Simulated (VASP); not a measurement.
# Si (a cell with a defect) in VASP: notebook

The runs below take Si (a cell with a defect) through single point, with PBE.

Program: VASP 6.6.1. These are calculated values, not measurements. Logs are shortened: lines on timing, memory, paths and dates and some standing lists are left out, and cuts for length are marked.

## (1) The cell of the first run

The cell holds a defect, 15 atoms: a = 7.736 Å, b = 7.736 Å, c = 7.736 Å, α = 60.00°, β = 60.00°, γ = 60.00°.

## (2) Single point, PBE

Input file INCAR:

```
SYSTEM = Si
PREC = Accurate ; ENCUT = 520
EDIFF = 1E-6 ; ISMEAR = 0
SIGMA = 0.02 ; LREAL = Auto
LASPH = .True. ; NELM = 100
ALGO = Normal ; ISIF = 2
LWAVE = .False. ; LCHARG = .False.
GGA = PE ; NBANDS = 43
```

Input file KPOINTS:

```
Automatic mesh
0
Gamma
  2 2 2
  0 0 0
```

Input file POSCAR:

```
Si
1.0
    0.0000000000      5.4700937548     -5.4700937548
    5.4700937548      5.4700937548      0.0000000000
    5.4700937548      0.0000000000     -5.4700937548
Si
15
Direct
    0.1254547024      0.1236358929      0.1254547024
    0.1254547024      0.6254547024      0.1254547024
    0.6250544430      0.1250544430      0.1248366711
    0.6236358929      0.6254547024      0.1254547024
    0.1248366711      0.1250544430      0.6250544430
    0.1254547024      0.6254547024      0.6236358929
    0.6250544430      0.1250544430      0.6250544430
    0.6250544430      0.6248366711      0.6250544430
    0.2502353810      0.2497646190      0.2502353810
    0.7497646190      0.7502353810      0.2502353810
    0.7497646190      0.2497646190      0.2502353810
    0.2502353810      0.7502353810      0.7497646190
    0.2502353810      0.2497646190      0.7497646190
    0.7497646190      0.7502353810      0.7497646190
    0.7500000000      0.2500000000      0.7500000000
```

Potentials or basis: VASP PAW PBE potentials, release 64 (Si).

The run is started by

```sh
$ cat potpaw_PBE.64/Si/POTCAR > POTCAR
$ mpirun -np 1 vasp_std > vasp.out
```

OUTCAR:

```text
SYSTEM = Si
   PREC = Accurate
   ENCUT = 520
   EDIFF = 1E-6
   ISMEAR = 0
   LREAL = Auto
   LASPH = .True.
   NELM = 100
   ISIF = 2
   GGA = PE

 ion  position               nearest neighbor table
   1  0.125  0.124  0.125-   9 2.37  11 2.37  13 2.37
   2  0.125  0.625  0.125-   9 2.37  10 2.37  12 2.37
   3  0.625  0.125  0.125-  11 2.37  10 2.37   9 2.37  15 2.37
   4  0.624  0.625  0.125-  10 2.37  11 2.37  14 2.37
   5  0.125  0.125  0.625-  13 2.37  12 2.37   9 2.37  15 2.37
   6  0.125  0.625  0.624-  12 2.37  13 2.37  14 2.37
   7  0.625  0.125  0.625-  11 2.37  13 2.37  14 2.37  15 2.37
   8  0.625  0.625  0.625-  14 2.37  12 2.37  10 2.37  15 2.37
   9  0.250  0.250  0.250-   3 2.37   5 2.37   1 2.37   2 2.37
  10  0.750  0.750  0.250-   3 2.37   8 2.37   4 2.37   2 2.37
  11  0.750  0.250  0.250-   3 2.37   7 2.37   4 2.37   1 2.37
  12  0.250  0.750  0.750-   5 2.37   8 2.37   6 2.37   2 2.37
  13  0.250  0.250  0.750-   5 2.37   7 2.37   6 2.37   1 2.37
  14  0.750  0.750  0.750-   8 2.37   7 2.37   4 2.37   6 2.37
  15  0.750  0.250  0.750-   7 2.37   5 2.37   3 2.37   8 2.37

  LATTYP: Found a face centered cubic cell.
 ALAT       =    10.9401875096

  Lattice vectors:

 A1 = (   0.0000000000,   5.4700937548,  -5.4700937548)
 A2 = (   5.4700937548,   5.4700937548,   0.0000000000)
 A3 = (   5.4700937548,   0.0000000000,  -5.4700937548)

Analysis of symmetry for initial positions (statically):
=====================================================================
 Subroutine PRICEL returns:
 Original cell was already a primitive cell.

 Routine SETGRP: Setting up the symmetry group for a
 face centered cubic supercell.

 Subroutine GETGRP returns: Found 24 space group operations
 (whereof  4 operations were pure point group operations)
 out of a pool of 48 trial point group operations.

The static configuration has the point symmetry C_2v.
 The point group associated with its full space group is T_d .

Analysis of symmetry for dynamics (positions and initial velocities):
=====================================================================
 Subroutine PRICEL returns:
 Original cell was already a primitive cell.

 Routine SETGRP: Setting up the symmetry group for a
 face centered cubic supercell.

 Subroutine GETGRP returns: Found 24 space group operations
 (whereof  4 operations were pure point group operations)
 out of a pool of 48 trial point group operations.

The dynamic configuration has the point symmetry C_2v.
[... 121 lines left out ...]
   IALGO  =     38    algorithm
   IMIX   =      4    mixing-type and parameters
     AMIX     =   0.40;   BMIX     =  1.00
     AMIX_MAG =   1.60;   BMIX_MAG =  1.00
  volume/ion in A,a.u.               =      21.82       147.27
  Fermi-wavevector in a.u.,A,eV,Ry     =   0.929938  1.757327 11.766100  0.864784
  Thomas-Fermi vector in A             =   2.056273
   LORBIT       =      0    0 simple, 1 ext, 2 COOP (PROOUT), +10 PAW based schemes
   GGA     = PE    functional components
   LHFCALC =     F    Hartree Fock is set to
   AEXX    =    0.0000 exact exchange contribution
   IVDW    =     0    specifies the selected vdW correction
   LEPSILON=     F    determine dielectric tensor
   LRPA    =     F    only Hartree local field effects (RPA)
 non-spin polarized calculation
 Gauss-broadening in eV      SIGMA  =   0.02
  energy-cutoff  :      520.00
  volume of cell :      327.35
 maximum number of plane-waves:      8824
 NGX is ok and might be reduce to    60
   NGX = 29   NGY = 29   NGZ = 29

 number of electron      60.0000006 magnetization

 Free energy of the ion-electron system (eV)
  ---------------------------------------------------
  ext. energy  EPLUGINS =         0.00000000
  ---------------------------------------------------
  free energy    TOTEN  =       -77.62146314 eV

  energy without entropy =      -77.61616300  energy(sigma->0) =      -77.61881307

 E-fermi :   5.7310     XC(G=0):  -9.0783

 val. band max:        4.5679360658   @ k =   0.0000   0.0000   0.0000
 cond. band min:       5.7447177118   @ k =   0.5000   0.5000   0.0000
 fundamental gap:      1.1767816459
 Fermi energy:         5.7310363213

 k-point     1 :       0.0000    0.0000    0.0000
  band No.  band energies     occupation
      1      -6.6089      2.00000
      2      -4.4812      2.00000
      3      -4.4812      2.00000
      4      -4.4812      2.00000
      5      -3.9108      2.00000
      6      -2.7327      2.00000
[... 124 lines left out ...]
     41       9.4279      0.00000
     42       9.4587      0.00000
 [bands above 42 left out]

------------------------ aborting loop because EDIFF is reached ----------------------------------------

  FORCE on cell =-STRESS in cart. coord.  units (eV):
  Direction    XX          YY          ZZ          XY          YZ          ZX
  --------------------------------------------------------------------------------------
  -------------------------------------------------------------------------------------
  Total       -2.9084796     -2.9084796     -2.9084796     -0.0000000     -0.0000000      0.0000000
  in kB      -14.2351584    -14.2351584    -14.2351584     -0.0000000     -0.0000000      0.0000000
  external PRESSURE =     -14.2351584 kB  Pullay stress =       0.0000000 kB

 VOLUME and BASIS-vectors are now :
 -----------------------------------------------------------------------------
  energy-cutoff  :      520.00
  volume of cell :      327.35
      direct lattice vectors                 reciprocal lattice vectors
     0.000000000  5.470093755 -5.470093755    -0.091406112  0.091406112 -0.091406112
     5.470093755  5.470093755  0.000000000     0.091406112  0.091406112  0.091406112
     5.470093755  0.000000000 -5.470093755     0.091406112 -0.091406112 -0.091406112

 POSITION                                       TOTAL-FORCE (eV/Angst)
 -----------------------------------------------------------------------------------
      1.36255      1.36255     -1.37250        -0.008133     -0.008133     -0.008133
      4.10754      4.10754     -1.37250         0.008133      0.008133     -0.008133
      1.36693      4.10317     -4.10197         0.004787     -0.004787     -0.004787
      4.10754      6.83264     -4.09760         0.008133     -0.008133      0.008133
      4.10317      1.36693     -4.10197        -0.004787      0.004787     -0.004787
      6.83264      4.10754     -4.09760        -0.008133      0.008133      0.008133
      4.10317      4.10317     -6.83821        -0.004787     -0.004787      0.004787
      6.83702      6.83702     -6.83821         0.004787      0.004787      0.004787
      2.73505      2.73505     -2.73762        -0.000000     -0.000000     -0.019114
      5.47267      8.20514     -5.47009         0.019114     -0.000000      0.000000
      2.73505      5.46752     -5.47009        -0.000000     -0.019114      0.000000
      8.20514      5.47267     -5.47009        -0.000000      0.019114      0.000000
      5.46752      2.73505     -5.47009        -0.019114     -0.000000      0.000000
      8.20514      8.20514     -8.20257        -0.000000     -0.000000      0.019114
      5.47009      5.47009     -8.20514        -0.000000     -0.000000      0.000000
 -----------------------------------------------------------------------------------
    total drift:                                0.000000      0.000000     -0.000000

  FREE ENERGIE OF THE ION-ELECTRON SYSTEM (eV)
  ---------------------------------------------------
  free  energy   TOTEN  =       -77.6214631397 eV

  energy  without entropy=      -77.6161630008  energy(sigma->0) =      -77.61881307
```

Wall time 41 s (1 thread of Intel Xeon 6975P-C (Granite Rapids), shared host); peak memory 0.43 GiB.

Results:

```yaml
Free_energy: -77.6215 eV
Pressure: -1.4 GPa
Largest_force: 0.019 eV/Å
Band_gap_on_the_k_mesh: zero (band 30 reaches 5.92 eV, above the bottom of band 31 at 5.74 eV)
```

Forces on the atoms (eV/Å):
```
Si  -0.008 -0.008 -0.008
Si   0.008  0.008 -0.008
Si   0.005 -0.005 -0.005
Si   0.008 -0.008  0.008
Si  -0.005  0.005 -0.005
Si  -0.008  0.008  0.008
Si  -0.005 -0.005  0.005
Si   0.005  0.005  0.005
Si   0.000  0.000 -0.019
Si   0.019  0.000  0.000
Si   0.000 -0.019  0.000
Si   0.000  0.019  0.000
Si  -0.019  0.000  0.000
Si   0.000  0.000  0.019
Si   0.000  0.000  0.000
```

Caveat: the k points lie up to 0.50 Å⁻¹ apart.

## (3) Single point, PBE

Input file INCAR:

```
SYSTEM = Si
PREC     = Accurate       ! precision mode
ENCUT    = 520            ! plane-wave cutoff, eV
EDIFF    = 1E-6           ! SCF threshold, eV
ISMEAR   = 0              ! smearing method
SIGMA    = 0.02           ! smearing width, eV
LREAL    = Auto         
LASPH    = .True.         ! aspherical terms in the spheres
NELM     = 100            ! most SCF steps
ALGO     = Normal         ! electronic algorithm
ISIF     = 2              ! what is computed and relaxed
LWAVE    = .False.        ! write WAVECAR
LCHARG   = .False.        ! write CHGCAR
GGA      = PE             ! functional
NBANDS   = 43             ! bands
```

KPOINTS is that of step 2.

Input file POSCAR:

```
Si
1.0
    0.0000000000      5.4700937548     -5.4700937548
    5.4700937548      5.4700937548      0.0000000000
    5.4700937548      0.0000000000     -5.4700937548
Si
15
Direct
    0.2495452601     -0.2486357803      0.2495452601
    0.1247645819      0.6252354181      0.1247645819
    0.6252354181      0.1247645819      0.1247645819
    0.6252354181      0.6252354181      0.1247645819
    0.1247645819      0.1247645819      0.6252354181
    0.1247645819      0.6252354181      0.6252354181
    0.6252354181      0.1247645819      0.6252354181
    0.6250000000      0.6250000000      0.6250000000
    0.2495452601      0.2495452601      0.2495452601
    0.7499455786      0.7499455786      0.2501632642
    0.7513642197      0.2495452601      0.2495452601
    0.2501632642      0.7499455786      0.7499455786
    0.2495452601      0.2495452601      0.7513642197
    0.7499455786      0.7499455786      0.7499455786
    0.7499455786      0.2501632642      0.7499455786
```

Potentials or basis: VASP PAW PBE potentials, release 64 (Si).

The run is started by

```sh
$ cat potpaw_PBE.64/Si/POTCAR > POTCAR
$ mpirun -np 1 vasp_std > vasp.out
```

OUTCAR:

```text
SYSTEM = Si
   PREC = Accurate
   ENCUT = 520
   EDIFF = 1E-6
   ISMEAR = 0
   LREAL = Auto
   LASPH = .True.
   NELM = 100
   ISIF = 2
   GGA = PE

 ion  position               nearest neighbor table
   1  0.250  0.751  0.250-   2 2.37   4 2.37   6 2.37
   2  0.125  0.625  0.125-  10 2.37  12 2.37   1 2.37   9 2.37
   3  0.625  0.125  0.125-  10 2.37  15 2.37  11 2.37   9 2.37
   4  0.625  0.625  0.125-  10 2.37  14 2.37  11 2.37   1 2.37
   5  0.125  0.125  0.625-  12 2.37  15 2.37  13 2.37   9 2.37
   6  0.125  0.625  0.625-  12 2.37  14 2.37  13 2.37   1 2.37
   7  0.625  0.125  0.625-  15 2.37  14 2.37  11 2.37  13 2.37
   8  0.625  0.625  0.625-  14 2.37  12 2.37  10 2.37  15 2.37
   9  0.250  0.250  0.250-   2 2.37   3 2.37   5 2.37
  10  0.750  0.750  0.250-   4 2.37   3 2.37   2 2.37   8 2.37
  11  0.751  0.250  0.250-   3 2.37   4 2.37   7 2.37
  12  0.250  0.750  0.750-   6 2.37   5 2.37   2 2.37   8 2.37
  13  0.250  0.250  0.751-   5 2.37   6 2.37   7 2.37
  14  0.750  0.750  0.750-   4 2.37   6 2.37   7 2.37   8 2.37
  15  0.750  0.250  0.750-   7 2.37   5 2.37   3 2.37   8 2.37

  LATTYP: Found a face centered cubic cell.
 ALAT       =    10.9401875096

  Lattice vectors:

 A1 = (   0.0000000000,   5.4700937548,  -5.4700937548)
 A2 = (   5.4700937548,   5.4700937548,   0.0000000000)
 A3 = (   5.4700937548,   0.0000000000,  -5.4700937548)

Analysis of symmetry for initial positions (statically):
=====================================================================
 Subroutine PRICEL returns:
 Original cell was already a primitive cell.

 Routine SETGRP: Setting up the symmetry group for a
 face centered cubic supercell.

 Subroutine GETGRP returns: Found 24 space group operations
 (whereof  6 operations were pure point group operations)
 out of a pool of 48 trial point group operations.

The static configuration has the point symmetry C_3v.
 The point group associated with its full space group is T_d .

[... 152 lines left out ...]
 maximum number of plane-waves:      8824
 NGX is ok and might be reduce to    60
   NGX = 29   NGY = 29   NGZ = 29

 number of electron      60.0000006 magnetization

 Free energy of the ion-electron system (eV)
  ---------------------------------------------------
  ext. energy  EPLUGINS =         0.00000000
  ---------------------------------------------------
  free energy    TOTEN  =       -77.62139100 eV

  energy without entropy =      -77.61609086  energy(sigma->0) =      -77.61874093

 E-fermi :   5.7310     XC(G=0):  -9.0783

 val. band max:        4.5679375673   @ k =   0.0000   0.0000   0.0000
 cond. band min:       5.7447196011   @ k =   0.5000   0.5000   0.0000
 fundamental gap:      1.1767820339
 Fermi energy:         5.7310382108

 k-point     1 :       0.0000    0.0000    0.0000
  band No.  band energies     occupation
      1      -6.6089      2.00000
      2      -4.4812      2.00000
      3      -4.4812      2.00000
      4      -4.4812      2.00000
      5      -3.9108      2.00000
      6      -2.7327      2.00000
[... 124 lines left out ...]
     41       9.4276      0.00000
     42       9.4586      0.00000
 [bands above 42 left out]

------------------------ aborting loop because EDIFF is reached ----------------------------------------

  FORCE on cell =-STRESS in cart. coord.  units (eV):
  Direction    XX          YY          ZZ          XY          YZ          ZX
  --------------------------------------------------------------------------------------
  -------------------------------------------------------------------------------------
  Total       -2.9200271     -2.9200271     -2.9200271      0.0000000      0.0000000      0.0000000
  in kB      -14.2916757    -14.2916757    -14.2916757      0.0000000      0.0000000      0.0000000
  external PRESSURE =     -14.2916757 kB  Pullay stress =       0.0000000 kB

 VOLUME and BASIS-vectors are now :
 -----------------------------------------------------------------------------
  energy-cutoff  :      520.00
  volume of cell :      327.35
      direct lattice vectors                 reciprocal lattice vectors
     0.000000000  5.470093755 -5.470093755    -0.091406112  0.091406112 -0.091406112
     5.470093755  5.470093755  0.000000000     0.091406112  0.091406112  0.091406112
     5.470093755  0.000000000 -5.470093755     0.091406112 -0.091406112 -0.091406112

 POSITION                                       TOTAL-FORCE (eV/Angst)
 -----------------------------------------------------------------------------------
      5.47507      5.47507     -2.73007         0.006142      0.006142      0.006142
      4.10257      4.10257     -1.36495        -0.000000     -0.000000      0.027282
      1.36495      4.10257     -4.10257        -0.027282     -0.000000      0.000000
      4.10257      6.84019     -4.10257        -0.000000      0.027282      0.000000
      4.10257      1.36495     -4.10257        -0.000000     -0.027282      0.000000
      6.84019      4.10257     -4.10257         0.027282     -0.000000      0.000000
      4.10257      4.10257     -6.84019        -0.000000     -0.000000     -0.027282
      6.83762      6.83762     -6.83762        -0.000000      0.000000      0.000000
      2.73007      2.73007     -2.73007        -0.006142     -0.006142      0.006142
      5.47069      8.20455     -5.47069        -0.008892      0.008892      0.008892
      2.73007      5.47507     -5.47507        -0.006142      0.006142     -0.006142
      8.20455      5.47069     -5.47069         0.008892     -0.008892      0.008892
      5.47507      2.73007     -5.47507         0.006142     -0.006142     -0.006142
      8.20455      8.20455     -8.20455         0.008892      0.008892     -0.008892
      5.47069      5.47069     -8.20455        -0.008892     -0.008892     -0.008892
 -----------------------------------------------------------------------------------
    total drift:                               -0.000000     -0.000000      0.000000

  FREE ENERGIE OF THE ION-ELECTRON SYSTEM (eV)
  ---------------------------------------------------
  free  energy   TOTEN  =       -77.6213909980 eV

  energy  without entropy=      -77.6160908592  energy(sigma->0) =      -77.61874093
```

It took 40 s on 1 thread of Intel Xeon 6975P-C (Granite Rapids), shared host; peak memory 0.43 GiB.

Results:

```yaml
Free_energy: -77.6214 eV
Pressure: -1.4 GPa
Largest_force: 0.027 eV/Å
Band_gap_on_the_k_mesh: zero (band 30 reaches 5.92 eV, above the bottom of band 31 at 5.74 eV)
```

Forces on the atoms (eV/Å):
```
Si   0.006  0.006  0.006
Si   0.000  0.000  0.027
Si  -0.027  0.000  0.000
Si   0.000  0.027  0.000
Si   0.000 -0.027  0.000
Si   0.027  0.000  0.000
Si   0.000  0.000 -0.027
Si   0.000  0.000  0.000
Si  -0.006 -0.006  0.006
Si  -0.009  0.009  0.009
Si  -0.006  0.006 -0.006
Si   0.009 -0.009  0.009
Si   0.006 -0.006 -0.006
Si   0.009  0.009 -0.009
Si  -0.009 -0.009 -0.009
```

Caveat: the k points lie up to 0.50 Å⁻¹ apart.

## (4) Single point, PBE

Input file INCAR:

```
PREC = Accurate ; ENCUT = 520
EDIFF = 1E-6 ; ISMEAR = 0
SIGMA = 0.02 ; LREAL = Auto
LASPH = True ; NELM = 60
ALGO = Normal ; ISIF = 2
LWAVE = False ; LCHARG = False
GGA = PE ; NBANDS = 43
```

Input file KPOINTS:

```
Automatic mesh
0
Gamma
  2 2 2
```

POSCAR is that of step 3.

The run is started by

```sh
$ cat potpaw_PBE.64/Si/POTCAR > POTCAR
$ mpirun -np 1 vasp_std > vasp.out
```

It took 44 s on 1 thread of Intel Xeon 6975P-C (Granite Rapids), shared host; peak memory 0.43 GiB.

The run converged. Its results:

```
Free energy            : -77.6214 eV
Pressure               : -1.4 GPa
Largest force          : 0.027 eV/Å
Band gap on the k mesh : zero (band 30 reaches 5.92 eV, above the bottom of band 31 at 5.74 eV)
```

Forces on the atoms (eV/Å):
```
Si   0.006  0.006  0.006
Si   0.000  0.000  0.027
Si  -0.027  0.000  0.000
Si   0.000  0.027  0.000
Si   0.000 -0.027  0.000
Si   0.027  0.000  0.000
Si   0.000  0.000 -0.027
Si   0.000  0.000  0.000
Si  -0.006 -0.006  0.006
Si  -0.009  0.009  0.009
Si  -0.006  0.006 -0.006
Si   0.009 -0.009  0.009
Si   0.006 -0.006 -0.006
Si   0.009  0.009 -0.009
Si  -0.009 -0.009 -0.009
```

Levels at points of the mesh, in eV from the Fermi level:
| k point | band 28 | band 29 | band 30 | band 31 | band 32 | band 33 |
| --- | --- | --- | --- | --- | --- | --- |
| (0.00, 0.00, 0.00) | -1.16 | -1.16 | 0.19 | 0.19 | 0.19 | 0.21 |
| (0.50, 0.00, 0.00) | -1.50 | -1.45 | -1.45 | 0.36 | 0.36 | 0.83 |
| (0.50, 0.50, 0.00) | -2.02 | -1.97 | -1.73 | 0.01 | 0.01 | 0.62 |

Caveat: the k points lie up to 0.50 Å⁻¹ apart.

[end of part 1 of 2]
